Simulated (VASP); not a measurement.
CdSe:

```
Cd Se
1.0
     0.00000    3.07027    3.07027
     3.07027    0.00000    3.07027
     3.07027    3.07027    0.00000
Cd Se
1 1
Direct
  0.00000 0.00000 0.00000
  0.75000 0.75000 0.75000
```

```yaml
Program: VASP 6.6.1
Task: relaxation of cell and atoms
Functional: PBEsol
Potentials_or_basis: VASP PAW PBE potentials, release 64 (Cd, Se)
Cutoff: 500 eV
k_mesh: 10 × 10 × 10
Occupations: fermi-dirac, width 0.08 eV
Spin: no spin polarisation
```

At the start: pressure -1.1 GPa; volume 28.94 Å³/atom.

Problem. Where does the relaxation end?

Solution. Over 3 steps the energy falls by 2.3 meV/atom and the volume is 28.30 Å³/atom (-2.2 %); space group F-43m (No. 216, to 0.1 Å) before and after.

Step by step:
| step | energy change (eV) | largest force (eV/Å) | pressure (GPa) | volume (Å³) |
| --- | --- | --- | --- | --- |
| 1 | 0.0000 | 0.0000 | -1.11 | 57.88 |
| 2 | -0.0041 | 0.0000 | 0.36 | 56.22 |
| 3 | -0.0045 | 0.0000 | 0.00 | 56.60 |

Final structure:
```
CELL_PARAMETERS angstrom
0.00000 3.04743 3.04743
3.04743 0.00000 3.04743
3.04743 3.04743 0.00000
ATOMIC_POSITIONS crystal
Cd 0.00000 0.00000 0.00000
Se 0.75000 0.75000 0.75000
```

Caveat: the PAW data sets were made with another functional, which shifts forces and pressure a little.
